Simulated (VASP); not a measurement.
# AlNi in VASP: notebook

Runs on AlNi. Level: r2SCAN. Tasks: single point.

All numbers are computed with VASP 6.6.1; they aren't measurements. Logs are shortened: lines on timing, memory, paths and dates and some standing lists are left out, and cuts for length are marked.

### 1 The cell of the first run

Symmetry: Pm-3m, No. 221, cubic system. The conventional cell has a = 2.863 Å, b = 2.863 Å, c = 2.863 Å, α = 90.00°, β = 90.00°, γ = 90.00°. Al (site symmetry m-3m) has 8 Ni at 2.48 Å and 6 Al at 2.86 Å within 3.3 Å. Ni (site symmetry m-3m) has 8 Al at 2.48 Å and 6 Ni at 2.86 Å within 3.3 Å.

### 2 Single point, r2SCAN

The input, POSCAR:

```
AlNi
1.0
    2.8631345224      0.0000000000      0.0000000000
    0.0000000000      2.8631345224      0.0000000000
    0.0000000000      0.0000000000      2.8631345224
Al Ni
1 1
Direct
    0.5000000000      0.5000000000      0.5000000000
    0.0000000000      0.0000000000      0.0000000000
```

The input, INCAR.step1:

```
SYSTEM = AlNi
ALGO = Normal ; EDIFF = 1E-4
ENCUT = 520 ; GGA = PE
ISMEAR = 0 ; LASPH = .TRUE.
LCHARG = .FALSE. ; LREAL = .FALSE.
LWAVE = .TRUE. ; NBANDS = 14
NELM = 100 ; PREC = Accurate
SIGMA = 0.1
```

The input, INCAR.step2:

```
SYSTEM = AlNi
ALGO = Normal ; EDIFF = 1E-6
ENCUT = 520 ; ISIF = 2
ISMEAR = 0 ; ISTART = 1
LASPH = .TRUE. ; LCHARG = .FALSE.
LMIXTAU = .TRUE. ; LREAL = .FALSE.
LWAVE = .FALSE. ; METAGGA = R2SCAN
NBANDS = 14 ; NELM = 100
PREC = Accurate ; SIGMA = 0.1
```

The input, KPOINTS:

```
k-points
0
G
  20 20 20
  0 0 0
```

Potentials or basis: VASP PAW PBE potentials, release 64 (Al, Ni).

Launch:

```console
$ cat potpaw_PBE.64/Al/POTCAR potpaw_PBE.64/Ni/POTCAR > POTCAR
$ cp INCAR.step1 INCAR
$ mpirun -np 1 vasp_std > vasp.out
$ cp INCAR.step2 INCAR
$ mpirun -np 1 vasp_std > vasp.out
```

OUTCAR:

```text
SYSTEM = AlNi
   EDIFF = 1E-6
   ENCUT = 520
   ISIF = 2
   ISMEAR = 0
   ISTART = 1
   LASPH = .TRUE.
   LREAL = .FALSE.
   METAGGA = R2SCAN
   NELM = 100
   PREC = Accurate

 ion  position               nearest neighbor table
   1  0.500  0.500  0.500-   2 2.48   2 2.48   2 2.48   2 2.48   2 2.48   2 2.48   2 2.48   2 2.48

   2  0.000  0.000  0.000-   1 2.48   1 2.48   1 2.48   1 2.48   1 2.48   1 2.48   1 2.48   1 2.48

  LATTYP: Found a simple cubic cell.
 ALAT       =     2.8631345224

  Lattice vectors:

 A1 = (   2.8631345224,   0.0000000000,   0.0000000000)
 A2 = (   0.0000000000,   2.8631345224,   0.0000000000)
 A3 = (   0.0000000000,   0.0000000000,   2.8631345224)

Analysis of symmetry for initial positions (statically):
=====================================================================
 Subroutine PRICEL returns:
 Original cell was already a primitive cell.

 Routine SETGRP: Setting up the symmetry group for a
 simple cubic supercell.

 Subroutine GETGRP returns: Found 48 space group operations
 (whereof 48 operations were pure point group operations)
 out of a pool of 48 trial point group operations.

The static configuration has the point symmetry O_h .

Analysis of symmetry for dynamics (positions and initial velocities):
=====================================================================
 Subroutine PRICEL returns:
 Original cell was already a primitive cell.

 Routine SETGRP: Setting up the symmetry group for a
 simple cubic supercell.

 Subroutine GETGRP returns: Found 48 space group operations
 (whereof 48 operations were pure point group operations)
 out of a pool of 48 trial point group operations.

The dynamic configuration has the point symmetry O_h .

 Subroutine INISYM returns: Found 48 space group operations
 (whereof 48 operations are pure point group operations),
 and found     1 'primitive' translations

----------------------------------------------------------------------------------------

                                     Primitive cell

  volume of cell :      23.4707

  direct lattice vectors                    reciprocal lattice vectors
     2.863134522  0.000000000  0.000000000     0.349267557  0.000000000  0.000000000
     0.000000000  2.863134522  0.000000000     0.000000000  0.349267557  0.000000000
     0.000000000  0.000000000  2.863134522     0.000000000  0.000000000  0.349267557

  length of vectors
     2.863134522  2.863134522  2.863134522     0.349267557  0.349267557  0.349267557

  position of ions in fractional coordinates (direct lattice)
     0.500000000  0.500000000  0.500000000
     0.000000000  0.000000000  0.000000000

  ion indices of the primitive-cell ions
   primitive index   ion index
                 1           1
                 2           2

----------------------------------------------------------------------------------------

 KPOINTS: k-points

Automatic generation of k-mesh.
 Grid dimensions read from file:
 generate k-points for:   20   20   20

 Generating k-lattice:

  Cartesian coordinates                     Fractional coordinates (reciprocal lattice)
     0.017463378  0.000000000  0.000000000     0.050000000  0.000000000  0.000000000
     0.000000000  0.017463378  0.000000000     0.000000000  0.050000000  0.000000000
     0.000000000  0.000000000  0.017463378     0.000000000  0.000000000  0.050000000

  Length of vectors
     0.017463378  0.017463378  0.017463378

  Shift w.r.t. Gamma in fractional coordinates (k-lattice)
     0.000000000  0.000000000  0.000000000

 Subroutine IBZKPT returns following result:
 ===========================================

 Found    286 irreducible k-points:

 Following reciprocal coordinates:
            Coordinates               Weight
  0.000000  0.000000  0.000000      1.000000
  0.050000  0.000000  0.000000      6.000000
  0.100000  0.000000  0.000000      6.000000
  0.150000  0.000000  0.000000      6.000000
  0.200000  0.000000  0.000000      6.000000
  0.250000  0.000000  0.000000      6.000000
[... 16 lines left out ...]
  0.150000  0.100000  0.000000     24.000000
  0.200000  0.100000  0.000000     24.000000
 [... further k-points ...]
   k-points           NKPTS =    286   k-points in BZ     NKDIM =    286   number of bands    NBANDS=     14
   number of dos      NEDOS =    301   number of ions     NIONS =      2
   total plane-waves  NPLWV =  13824
   dimension x,y,z NGX =    24 NGY =   24 NGZ =   24
   dimension x,y,z NGXF=    48 NGYF=   48 NGZF=   48
   ions per type =               1   1
   NGX,Y,Z   is equivalent  to a cutoff of  13.94, 13.94, 13.94 a.u.
   NGXF,Y,Z  is equivalent  to a cutoff of  27.87, 27.87, 27.87 a.u.
 SYSTEM =  AlNi
   PREC   = accura    normal or accurate (medium, high low for compatibility)
   ISTART =      1    job   : 0-new  1-cont  2-samecut
   ICHARG =      0    charge: 1-file 2-atom 10-const
   ISPIN  =      1    spin polarized calculation?
   LNONCOLLINEAR =      F non collinear calculations
   LSORBIT =      F    spin-orbit coupling
   LASPH  =      T    aspherical Exc in radial PAW
   ENCUT  =  520.0 eV  38.22 Ry    6.18 a.u.   5.32  5.32  5.32*2*pi/ulx,y,z
   NELM   =    100;   NELMIN=  2; NELMDL=  0     # of ELM steps
   EDIFF  = 0.1E-05   stopping-criterion for ELM
   LREAL  =      F    real-space projection
   EDIFFG = 0.1E-04   stopping-criterion for IOM
   NSW    =      0    number of steps for IOM
   IBRION =     -1    ionic relax: 0-MD 1-quasi-New 2-CG
   NFREE  =      0    steps in history (QN), initial steepest desc. (CG)
   ISIF   =      2    stress and relaxation
   ISYM   =      2    0-nonsym 1-usesym 2-fastsym
   POTIM  = 0.5000    time-step for ionic-motion
   TEBEG  =    0.0;   TEEND  =   0.0 temperature during run
   PSTRESS=    0.0 pullay stress
   NELECT =      13.0000    total number of electrons
   NUPDOWN=      -1.0000    fix difference up-down
   EMIN   =  10.00;   EMAX   =-10.00  energy-range for DOS
   EFERMI =   0.00;   METHOD = LEGACY
   ISMEAR =     0;   SIGMA  =   0.10  broadening in eV -4-tet -1-fermi 0-gaus
   EFERMI_NEDOS =   21; number of points for ismear=-14 and -15
   IALGO  =     38    algorithm
   IMIX   =      4    mixing-type and parameters
     AMIX     =   0.40;   BMIX     =  1.00
     AMIX_MAG =   1.60;   BMIX_MAG =  1.00
  volume/ion in A,a.u.               =      11.74        79.19
  Fermi-wavevector in a.u.,A,eV,Ry     =   1.344459  2.540659 24.593479  1.807570
  Thomas-Fermi vector in A             =   2.472451
   LORBIT       =      0    0 simple, 1 ext, 2 COOP (PROOUT), +10 PAW based schemes
   METAGGA = R2SCAN    functional components
   LHFCALC =     F    Hartree Fock is set to
   AEXX    =    0.0000 exact exchange contribution
   IVDW    =     0    specifies the selected vdW correction
   LEPSILON=     F    determine dielectric tensor
   LRPA    =     F    only Hartree local field effects (RPA)
 non-spin polarized calculation
 Gauss-broadening in eV      SIGMA  =   0.10
  energy-cutoff  :      520.00
  volume of cell :       23.47
 maximum number of plane-waves:       655
 NGX is ok and might be reduce to    24
   NGX = 11   NGY = 11   NGZ = 11

 number of electron      13.0000011 magnetization

 Free energy of the ion-electron system (eV)
  ---------------------------------------------------
  ext. energy  EPLUGINS =         0.00000000
  ---------------------------------------------------
  free energy    TOTEN  =       -20.06948713 eV

  energy without entropy =      -20.06486405  energy(sigma->0) =      -20.06717559

 E-fermi :  10.1256     XC(G=0): -13.1116

 val. band max:       10.1201157707   @ k =   0.3500   0.1500   0.1000
 cond. band min:      10.1274114243   @ k =   0.3500   0.2000   0.0500
 fundamental gap:      0.0072956536
 Fermi energy:        10.1255789411

 k-point     1 :       0.0000    0.0000    0.0000
  band No.  band energies     occupation
      1      -1.7202      2.00000
      2       6.6984      2.00000
      3       6.6984      2.00000
      4       8.4936      2.00000
      5       8.4936      2.00000
      6       8.4936      2.00000
      7      16.1116      0.00000
      8      16.1116      0.00000
      9      16.1116      0.00000
     10      18.5927      0.00000
     11      18.5927      0.00000
     12      25.5183      0.00000
     13      32.3910      0.00000
     14      32.3910      0.00000

 k-point     2 :       0.0500    0.0000    0.0000
  band No.  band energies     occupation
      1      -1.6710      2.00000
      2       6.6944      2.00000
      3       6.7104      2.00000
      4       8.4722      2.00000
      5       8.4722      2.00000
      6       8.4958      2.00000
      7      15.4893      0.00000
      8      16.1761      0.00000
      9      16.1761      0.00000
     10      18.5964      0.00000
     11      19.1777      0.00000
     12      25.6782      0.00000
     13      31.7617      0.00000
     14      31.7617      0.00000

 k-point     3 :       0.1000    0.0000    0.0000
  band No.  band energies     occupation
      1      -1.5238      2.00000
      2       6.6765      2.00000
      3       6.7457      2.00000
      4       8.4112      2.00000
      5       8.4112      2.00000
      6       8.5024      2.00000
      7      14.3346      0.00000
      8      16.3667      0.00000
      9      16.3667      0.00000
     10      18.6075      0.00000
     11      20.2081      0.00000
     12      26.1744      0.00000
     13      30.5634      0.00000
     14      30.5634      0.00000
[... 324 lines left out ...]
 k-point    23 :       0.1500    0.1000    0.0000
  band No.  band energies     occupation
      1      -1.0858      2.00000
      2       6.6744      2.00000
      3       6.7977      2.00000
      4       8.2191      2.00000
      5       8.3252      2.00000
      6       8.4387      2.00000
      7      13.2519      0.00000
      8      14.9393      0.00000
      9      16.9241      0.00000
     10      19.6382      0.00000
     11      22.0749      0.00000
     12      27.3023      0.00000
     13      27.5060      0.00000
     14      29.3802      0.00000

 k-point    24 :       0.2000    0.1000    0.0000
  band No.  band energies     occupation
      1      -0.7486      2.00000
      2       6.5692      2.00000
      3       6.8686      2.00000
      4       8.1034      2.00000
      5       8.2182      2.00000
      6       8.4512      2.00000
      7      12.1565      0.00000
      8      15.2486      0.00000
      9      17.3349      0.00000
     10      19.7469      0.00000
     11      22.9753      0.00000
     12      26.1060      0.00000
     13      28.1144      0.00000
     14      28.5443      0.00000

 [... further k-points ...]

------------------------ aborting loop because EDIFF is reached ----------------------------------------

  FORCE on cell =-STRESS in cart. coord.  units (eV):
  Direction    XX          YY          ZZ          XY          YZ          ZX
  --------------------------------------------------------------------------------------
  -------------------------------------------------------------------------------------
  Total       -0.0291375     -0.0291375     -0.0291375     -0.0000000     -0.0000000      0.0000000
  in kB       -1.9890109     -1.9890109     -1.9890109     -0.0000000     -0.0000000      0.0000000
  external PRESSURE =      -1.9890109 kB  Pullay stress =       0.0000000 kB

 VOLUME and BASIS-vectors are now :
 -----------------------------------------------------------------------------
  energy-cutoff  :      520.00
  volume of cell :       23.47
      direct lattice vectors                 reciprocal lattice vectors
     2.863134522  0.000000000  0.000000000     0.349267557  0.000000000  0.000000000
     0.000000000  2.863134522  0.000000000     0.000000000  0.349267557  0.000000000
     0.000000000  0.000000000  2.863134522     0.000000000  0.000000000  0.349267557

 POSITION                                       TOTAL-FORCE (eV/Angst)
 -----------------------------------------------------------------------------------
      1.43157      1.43157      1.43157         0.000000      0.000000      0.000000
      0.00000      0.00000      0.00000         0.000000      0.000000      0.000000
 -----------------------------------------------------------------------------------
    total drift:                                0.000000      0.000000      0.000000

  FREE ENERGIE OF THE ION-ELECTRON SYSTEM (eV)
  ---------------------------------------------------
  free  energy   TOTEN  =       -20.0694871261 eV

  energy  without entropy=      -20.0648640470  energy(sigma->0) =      -20.06717559
```

Run time: 93 s. Hardware: 1 thread of Intel Xeon 6975P-C (Granite Rapids), shared host; peak memory 0.22 GiB.

Results:

| Property | Result |
| --- | --- |
| Free energy | -20.0695 eV |
| Pressure | -0.2 GPa |
| Band gap on the k mesh | zero (an odd number of electrons rules out a gap without spin polarisation) |

Caveat: the PAW data sets were made with another functional, which shifts forces and pressure a little. Spin polarisation is off, so any magnetic state and its effect on volume and gap are missing.

(Part 1 of 2 ends here.)
